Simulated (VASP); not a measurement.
# AlCo (Pm-3m) in VASP: a series of runs

AlCo is run at these levels: PBE; tasks: single point.

All numbers are computed with VASP 6.6.1; they aren't measurements. Logs are shortened: lines on timing, memory, paths and dates and some standing lists are left out, and cuts for length are marked.

**1. The cell of the first run**

It takes space group Pm-3m (No. 221, cubic). Conventional cell: a = 2.742 Å, b = 2.742 Å, c = 2.742 Å, α = 90.00°, β = 90.00°, γ = 90.00°. Within 3.1 Å of Al (site symmetry m-3m) lie 8 Co at 2.37 Å and 6 Al at 2.74 Å. Co (site symmetry m-3m) has 8 Al at 2.37 Å and 6 Co at 2.74 Å within 3.1 Å.

**2. Single point, PBE, collinear spin, ferromagnetic start**

INCAR

```
ALGO = Normal
EDIFF = 1E-6
ENCUT = 520
GGA = PE
ISIF = 2
ISMEAR = -1
ISPIN = 2
LASPH = True
LCHARG = False
LMAXMIX = 4
LORBIT = 11
LREAL = False
LWAVE = False
MAGMOM = 0 3.2
NBANDS = 17
NELM = 150
PREC = Accurate
SIGMA = 0.05
```

KPOINTS

```
k-points
0
Gamma
  10 10 10
```

POSCAR

```
AlCo
1.0
    2.7421200587      0.0000000000      0.0000000000
    0.0000000000      2.7421200587      0.0000000000
    0.0000000000      0.0000000000      2.7421200587
Al Co
1 1
Direct
    0.0000000000      0.0000000000      0.0000000000
    0.5000000000      0.5000000000      0.5000000000
```

Potentials or basis: VASP PAW PBE potentials, release 64 (Al, Co).

The run is started by

```
> cat potpaw_PBE.64/Al/POTCAR potpaw_PBE.64/Co/POTCAR > POTCAR
> mpirun -np 1 vasp_std > vasp.out
```

OUTCAR:

```text
EDIFF = 1E-6
   ENCUT = 520
   GGA = PE
   ISIF = 2
   ISMEAR = -1
   ISPIN = 2
   LASPH = True
   LORBIT = 11
   LREAL = False
   NELM = 150
   PREC = Accurate

 ion  position               nearest neighbor table
   1  0.000  0.000  0.000-   2 2.37   2 2.37   2 2.37   2 2.37   2 2.37   2 2.37   2 2.37   2 2.37

   2  0.500  0.500  0.500-   1 2.37   1 2.37   1 2.37   1 2.37   1 2.37   1 2.37   1 2.37   1 2.37

  LATTYP: Found a simple cubic cell.
 ALAT       =     2.7421200587

  Lattice vectors:

 A1 = (   2.7421200587,   0.0000000000,   0.0000000000)
 A2 = (   0.0000000000,   2.7421200587,   0.0000000000)
 A3 = (   0.0000000000,   0.0000000000,   2.7421200587)

Analysis of symmetry for initial positions (statically):
=====================================================================
 Subroutine PRICEL returns:
 Original cell was already a primitive cell.

 Routine SETGRP: Setting up the symmetry group for a
 simple cubic supercell.

 Subroutine GETGRP returns: Found 48 space group operations
 (whereof 48 operations were pure point group operations)
 out of a pool of 48 trial point group operations.

The static configuration has the point symmetry O_h .

Analysis of symmetry for dynamics (positions and initial velocities):
=====================================================================
 Subroutine PRICEL returns:
 Original cell was already a primitive cell.

 Routine SETGRP: Setting up the symmetry group for a
 simple cubic supercell.

 Subroutine GETGRP returns: Found 48 space group operations
 (whereof 48 operations were pure point group operations)
 out of a pool of 48 trial point group operations.

The dynamic configuration has the point symmetry O_h .

Analysis of structural, dynamic, and magnetic symmetry:
=====================================================================
 Subroutine PRICEL returns:
 Original cell was already a primitive cell.

 Routine SETGRP: Setting up the symmetry group for a
 simple cubic supercell.

 Subroutine GETGRP returns: Found 48 space group operations
 (whereof 48 operations were pure point group operations)
 out of a pool of 48 trial point group operations.

The overall configuration has the point symmetry O_h .

 Subroutine INISYM returns: Found 48 space group operations
 (whereof 48 operations are pure point group operations),
 and found     1 'primitive' translations

----------------------------------------------------------------------------------------

                                     Primitive cell

  volume of cell :      20.6186

  direct lattice vectors                    reciprocal lattice vectors
     2.742120059  0.000000000  0.000000000     0.364681334  0.000000000  0.000000000
     0.000000000  2.742120059  0.000000000     0.000000000  0.364681334  0.000000000
     0.000000000  0.000000000  2.742120059     0.000000000  0.000000000  0.364681334

  length of vectors
     2.742120059  2.742120059  2.742120059     0.364681334  0.364681334  0.364681334

  position of ions in fractional coordinates (direct lattice)
     0.000000000  0.000000000  0.000000000
     0.500000000  0.500000000  0.500000000

  ion indices of the primitive-cell ions
   primitive index   ion index
                 1           1
                 2           2

----------------------------------------------------------------------------------------

 KPOINTS: k-points

Automatic generation of k-mesh.
 Grid dimensions read from file:
 generate k-points for:   10   10   10

 Generating k-lattice:

  Cartesian coordinates                     Fractional coordinates (reciprocal lattice)
     0.036468133  0.000000000  0.000000000     0.100000000  0.000000000  0.000000000
     0.000000000  0.036468133  0.000000000     0.000000000  0.100000000  0.000000000
     0.000000000  0.000000000  0.036468133     0.000000000  0.000000000  0.100000000

  Length of vectors
     0.036468133  0.036468133  0.036468133

  Shift w.r.t. Gamma in fractional coordinates (k-lattice)
     0.000000000  0.000000000  0.000000000

 Subroutine IBZKPT returns following result:
 ===========================================

 Found     56 irreducible k-points:

 Following reciprocal coordinates:
            Coordinates               Weight
  0.000000  0.000000  0.000000      1.000000
  0.100000  0.000000  0.000000      6.000000
  0.200000  0.000000  0.000000      6.000000
  0.300000  0.000000  0.000000      6.000000
  0.400000  0.000000  0.000000      6.000000
  0.500000  0.000000  0.000000      3.000000
[... 16 lines left out ...]
  0.200000  0.100000  0.100000     24.000000
  0.300000  0.100000  0.100000     24.000000
 [... further k-points ...]
   k-points           NKPTS =     56   k-points in BZ     NKDIM =     56   number of bands    NBANDS=     17
   number of dos      NEDOS =    301   number of ions     NIONS =      2
   total plane-waves  NPLWV =   8000
   dimension x,y,z NGX =    20 NGY =   20 NGZ =   20
   dimension x,y,z NGXF=    40 NGYF=   40 NGZF=   40
   ions per type =               1   1
   NGX,Y,Z   is equivalent  to a cutoff of  12.13, 12.13, 12.13 a.u.
   NGXF,Y,Z  is equivalent  to a cutoff of  24.25, 24.25, 24.25 a.u.
 SYSTEM =  unknown system
   PREC   = accura    normal or accurate (medium, high low for compatibility)
   ISTART =      0    job   : 0-new  1-cont  2-samecut
   ICHARG =      2    charge: 1-file 2-atom 10-const
   ISPIN  =      2    spin polarized calculation?
   LNONCOLLINEAR =      F non collinear calculations
   LSORBIT =      F    spin-orbit coupling
   LASPH  =      T    aspherical Exc in radial PAW
   ENCUT  =  520.0 eV  38.22 Ry    6.18 a.u.   5.10  5.10  5.10*2*pi/ulx,y,z
   NELM   =    150;   NELMIN=  2; NELMDL= -5     # of ELM steps
   EDIFF  = 0.1E-05   stopping-criterion for ELM
   LREAL  =      F    real-space projection
   EDIFFG = 0.1E-04   stopping-criterion for IOM
   NSW    =      0    number of steps for IOM
   IBRION =     -1    ionic relax: 0-MD 1-quasi-New 2-CG
   NFREE  =      0    steps in history (QN), initial steepest desc. (CG)
   ISIF   =      2    stress and relaxation
   ISYM   =      2    0-nonsym 1-usesym 2-fastsym
   POTIM  = 0.5000    time-step for ionic-motion
   TEBEG  =    0.0;   TEEND  =   0.0 temperature during run
   PSTRESS=    0.0 pullay stress
   NELECT =      12.0000    total number of electrons
   NUPDOWN=      -1.0000    fix difference up-down
   EMIN   =  10.00;   EMAX   =-10.00  energy-range for DOS
   EFERMI =   0.00;   METHOD = LEGACY
   ISMEAR =    -1;   SIGMA  =   0.05  broadening in eV -4-tet -1-fermi 0-gaus
   EFERMI_NEDOS =   21; number of points for ismear=-14 and -15
   IALGO  =     38    algorithm
   IMIX   =      4    mixing-type and parameters
     AMIX     =   0.40;   BMIX     =  1.00
     AMIX_MAG =   1.60;   BMIX_MAG =  1.00
  volume/ion in A,a.u.               =      10.31        69.57
  Fermi-wavevector in a.u.,A,eV,Ry     =   1.366833  2.582940 25.418845  1.868232
  Thomas-Fermi vector in A             =   2.492939
   LORBIT       =     11    0 simple, 1 ext, 2 COOP (PROOUT), +10 PAW based schemes
   GGA     = PE    functional components
   LHFCALC =     F    Hartree Fock is set to
   AEXX    =    0.0000 exact exchange contribution
   IVDW    =     0    specifies the selected vdW correction
   LEPSILON=     F    determine dielectric tensor
   LRPA    =     F    only Hartree local field effects (RPA)
 spin polarized calculation
  energy-cutoff  :      520.00
  volume of cell :       20.62
 maximum number of plane-waves:       568
   NGX = 11   NGY = 11   NGZ = 11

 number of electron      12.0000011 magnetization      -0.0074280

 number of electron      12.0000011 magnetization       0.0001920

 Free energy of the ion-electron system (eV)
  ---------------------------------------------------
  ext. energy  EPLUGINS =         0.00000000
  ---------------------------------------------------
  free energy    TOTEN  =       -11.79836635 eV

  energy without entropy =      -11.79395943  energy(sigma->0) =      -11.79616289

 E-fermi :  12.2162     XC(G=0): -12.8408

 val. band max:       12.1616939297   @ k =   0.5000   0.4000   0.1000
 cond. band min:      12.3121443215   @ k =   0.5000   0.3000   0.0000
 fundamental gap:      0.1504503918
 Fermi energy:        12.2161896988

 spin component 1

 k-point     1 :       0.0000    0.0000    0.0000
  band No.  band energies     occupation
      1       0.3305      1.00000
      2       8.6851      1.00000
      3       8.6851      1.00000
      4      11.2173      1.00000
      5      11.2173      1.00000
      6      11.2173      1.00000
[... 9 lines left out ...]
     16      37.0789      0.00000
     17      37.0789      0.00000
[... 441 lines left out ...]
 k-point    24 :       0.3000    0.1000    0.1000
  band No.  band energies     occupation
      1       2.5114      1.00000
      2       8.0842      1.00000
      3       9.1599      1.00000
      4      10.3504      1.00000
      5      10.4692      1.00000
      6      11.0857      1.00000
[... 9 lines left out ...]
     16      35.1344      0.00000
     17      36.0080      0.00000

 [... further k-points ...]

 spin component 2

 k-point     1 :       0.0000    0.0000    0.0000
  band No.  band energies     occupation
      1       0.3304      1.00000
      2       8.6854      1.00000
      3       8.6854      1.00000
      4      11.2176      1.00000
      5      11.2176      1.00000
      6      11.2176      1.00000
[... 9 lines left out ...]
     16      37.0788      0.00000
     17      37.0788      0.00000
[... 441 lines left out ...]
 k-point    24 :       0.3000    0.1000    0.1000
  band No.  band energies     occupation
      1       2.5113      1.00000
      2       8.0843      1.00000
      3       9.1602      1.00000
      4      10.3507      1.00000
      5      10.4694      1.00000
      6      11.0860      1.00000
[... 9 lines left out ...]
     16      35.1344      0.00000
     17      36.0080      0.00000

 [... further k-points ...]

------------------------ aborting loop because EDIFF is reached ----------------------------------------

  FORCE on cell =-STRESS in cart. coord.  units (eV):
  Direction    XX          YY          ZZ          XY          YZ          ZX
  --------------------------------------------------------------------------------------
  -------------------------------------------------------------------------------------
  Total        3.4757724      3.4757724      3.4757724     -0.0000000     -0.0000000      0.0000000
  in kB      270.0862775    270.0862775    270.0862775     -0.0000000     -0.0000000      0.0000000
  external PRESSURE =     270.0862775 kB  Pullay stress =       0.0000000 kB

 VOLUME and BASIS-vectors are now :
 -----------------------------------------------------------------------------
  energy-cutoff  :      520.00
  volume of cell :       20.62
      direct lattice vectors                 reciprocal lattice vectors
     2.742120059  0.000000000  0.000000000     0.364681334  0.000000000  0.000000000
     0.000000000  2.742120059  0.000000000     0.000000000  0.364681334  0.000000000
     0.000000000  0.000000000  2.742120059     0.000000000  0.000000000  0.364681334

 POSITION                                       TOTAL-FORCE (eV/Angst)
 -----------------------------------------------------------------------------------
      0.00000      0.00000      0.00000         0.000000      0.000000      0.000000
      1.37106      1.37106      1.37106         0.000000      0.000000      0.000000
 -----------------------------------------------------------------------------------
    total drift:                               -0.000000      0.000000     -0.000000

  FREE ENERGIE OF THE ION-ELECTRON SYSTEM (eV)
  ---------------------------------------------------
  free  energy   TOTEN  =       -11.7983663543 eV

  energy  without entropy=      -11.7939594297  energy(sigma->0) =      -11.79616289

 total charge

# of ion       s       p       d       tot
------------------------------------------
    1        0.412   0.485   0.000   0.897
    2        0.482   0.613   7.598   8.694
--------------------------------------------------
tot          0.894   1.098   7.598   9.590

 magnetization (x)

# of ion       s       p       d       tot
------------------------------------------
    1       -0.000  -0.000   0.000  -0.000
    2       -0.000  -0.000   0.000   0.000
--------------------------------------------------
tot         -0.000  -0.000   0.000   0.000
```

It took 31 s on 1 thread of Intel Xeon Platinum 8488C (Sapphire Rapids), shared host; peak memory 0.15 GiB.

What came out:

```
Free energy                                           : -11.7984 eV
Pressure                                              : 27.0 GPa
Band gap on the k mesh                                : zero (filled and empty bands overlap)
Net moment                                            : 0.00 μB per cell
Valence electrons inside the program's atomic spheres : Al 0.90; Co 8.69
```

Caveat: the starting moments collapsed, and a magnetic state may lie lower.

**3. Single point, PBE, collinear spin, ferromagnetic start**

This run uses another cell than the first one, of 10.61 Å³/atom, 1.029 times its volume.

INCAR

```
PREC     = Accurate       # precision mode
ENCUT    = 520            # plane-wave cutoff, eV
EDIFF    = 1E-7           # SCF threshold, eV
ISMEAR   = -1             # smearing method
SIGMA    = 0.05           # smearing width, eV
LREAL    = F              # projectors in reciprocal space
LASPH    = T              # aspherical terms in the spheres
NELM     = 150            # most SCF steps
ALGO     = Normal         # electronic algorithm
ISIF     = 2              # what is computed and relaxed
LWAVE    = F              # write WAVECAR
LCHARG   = F              # write CHGCAR
ISPIN    = 2              # spin polarisation
MAGMOM   = 0 3.2          # initial moments
LORBIT   = 11             # projections on sites
LMAXMIX  = 4              # l up to which the mixer works
GGA      = PE             # functional
NBANDS   = 17             # bands
```

KPOINTS

```
regular mesh
0
Gamma
  10 10 10
```

POSCAR

```
AlCo
1.0
    2.7683620365      0.0000000000      0.0000000000
    0.0000000000      2.7683620365      0.0000000000
    0.0000000000      0.0000000000      2.7683620365
Al Co
1 1
Direct
    0.0000000000      0.0000000000      0.0000000000
    0.5000000000      0.5000000000      0.5000000000
```

Potentials or basis: VASP PAW PBE potentials, release 64 (Al, Co).

The run is started by

```
> cat potpaw_PBE.64/Al/POTCAR potpaw_PBE.64/Co/POTCAR > POTCAR
> mpirun -np 1 vasp_std > vasp.out
```

It took 35 s on 1 thread of Intel Xeon Platinum 8488C (Sapphire Rapids), shared host; peak memory 0.17 GiB.

It converged, with:

```
Free energy                                           : -11.8842 eV
Pressure                                              : 19.2 GPa
Band gap on the k mesh                                : zero (filled and empty bands overlap)
Net moment                                            : 0.00 μB per cell
Valence electrons inside the program's atomic spheres : Al 0.88; Co 8.63
```

Levels at points of the mesh, in eV from the Fermi level:
Spin up:
| k point | band 3 | band 4 | band 5 | band 6 | band 7 | band 8 | band 9 | band 10 |
| --- | --- | --- | --- | --- | --- | --- | --- | --- |
| (0.00, 0.00, 0.00) | -3.38 | -0.95 | -0.95 | -0.95 | 6.43 | 6.43 | 6.43 | 9.10 |
| (0.50, 0.00, 0.00) | -2.70 | -1.93 | -1.93 | -0.83 | 0.23 | 8.51 | 11.12 | 11.12 |
| (0.50, 0.50, 0.00) | -2.86 | -2.86 | -1.72 | -1.72 | -0.27 | 2.70 | 3.98 | 13.80 |
| (0.50, 0.50, 0.50) | -4.37 | -0.22 | -0.22 | 2.39 | 2.39 | 2.39 | 4.96 | 5.81 |
Spin down:
| k point | band 2 | band 3 | band 4 | band 5 | band 6 | band 7 | band 8 | band 9 | band 10 | band 11 |
| --- | --- | --- | --- | --- | --- | --- | --- | --- | --- | --- |
| (0.00, 0.00, 0.00) | -3.38 | -3.38 | -0.95 | -0.95 | -0.95 | 6.43 | 6.43 | 6.43 | 9.10 | 9.10 |
| (0.50, 0.00, 0.00) | -7.08 | -2.70 | -1.93 | -1.93 | -0.83 | 0.23 | 8.51 | 11.12 | 11.12 | 12.62 |
| (0.50, 0.50, 0.00) | -3.42 | -2.86 | -2.86 | -1.72 | -1.72 | -0.27 | 2.70 | 3.98 | 13.80 | 16.63 |
| (0.50, 0.50, 0.50) | -4.37 | -4.37 | -0.22 | -0.22 | 2.39 | 2.39 | 2.39 | 4.96 | 5.81 | 5.81 |

Caveat: the starting moments collapsed, and a magnetic state may lie lower.
